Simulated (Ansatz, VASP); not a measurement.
## Two plane-wave programs on MgO

File INCAR:

```
SYSTEM = MgO
PREC = Accurate
ENCUT = 520
EDIFF = 1E-6
ISMEAR = 0
SIGMA = 0.05
LREAL = .False.
LASPH = .True.
NELM = 100
ALGO = Normal
ISIF = 2
LWAVE = .False.
LCHARG = .False.
GGA = PS
NBANDS = 16
```

File KPOINTS:

```
regular mesh
0
Gamma
  9 9 6
  0 0 0
```

File POSCAR:

```
MgO
1.0
    3.3034677759      0.0000000000      0.0000000000
   -1.6517338880      2.8608870145      0.0000000000
    0.0000000000      0.0000000000      5.0193881071
Mg O
2 2
Direct
    0.2926627901      0.6289161370      0.0036583441
    0.7073372099      0.3710838630      0.5036583441
    0.3710634689      0.7016879004      0.4009416559
    0.6289365311      0.2983120996      0.9009416559
```

Input for Ansatz:

```yaml
crystal:
  lattice:
    - [3.3034677759, 0.0, 0.0]
    - [-1.651733888, 2.8608870145, 0.0]
    - [0.0, 0.0, 5.0193881071]
  atoms:
    - { symbol: Mg, position: [0.2926627901, 0.628916137, 0.0036583441] }
    - { symbol: Mg, position: [0.7073372099, 0.371083863, 0.5036583441] }
    - { symbol: O, position: [0.3710634689, 0.7016879004, 0.4009416559] }
    - { symbol: O, position: [0.6289365311, 0.2983120996, 0.9009416559] }
basis:
  ecutwfc: 520.0
kpoints:
  mp_grid: { grid: [9, 9, 6] }
hamiltonian:
  xc: pbesol
  pseudopotentials: { kind: paw, azcp: { folder: soft_1 } }
scf:
  occupations: { method: gaussian, width: 0.05 }
output:
  forces: true
  stress: true
  eigenvalues: true
```

Change from the starting cell: mode 4 frozen in at -0.072 Å and mode 5 at -0.108 Å (largest displacements).

Alike in both runs: task single point; functional PBEsol; k mesh 9 × 9 × 6; occupations gaussian, width 0.05 eV; no spin polarisation.

|  | VASP | Ansatz |
| --- | --- | --- |
| version | VASP 6.6.1 | Ansatz 0.2.0 |
| potentials or method | VASP PAW PBE potentials, release 64 (Mg, O), cutoff 520 eV | scalar-relativistic, plane waves, PAW |
| valence electrons in the cell | 16 | 32 |

|  | VASP | Ansatz | Ansatz less VASP |
| --- | --- | --- | --- |
| gap on the k mesh at the Fermi level (eV) | 3.24 | 3.25 | +0.005 |
| least direct gap on the mesh (eV) | 3.24 | 3.25 | +0.005 |
| pressure (GPa) | -0.6 | -0.3 | +0.30 |
| traceless stress, the component that is largest in VASP (GPa) | 0.53 | 0.51 | -0.027 |
| rms of the force components (eV/Å) | 0.215 | 0.212 | -0.0023 |

VASP's potentials were made for PBE, not for PBEsol, and Ansatz warns of the same on its side. Atom by atom the forces differ by 0.002 eV/Å (rms over components). The functional is the same, so the differences come from potentials, cutoffs and numerics. VASP's potentials hold 16 valence electrons a cell and Ansatz's 32, so a difference there can come from the potentials and not from the codes.
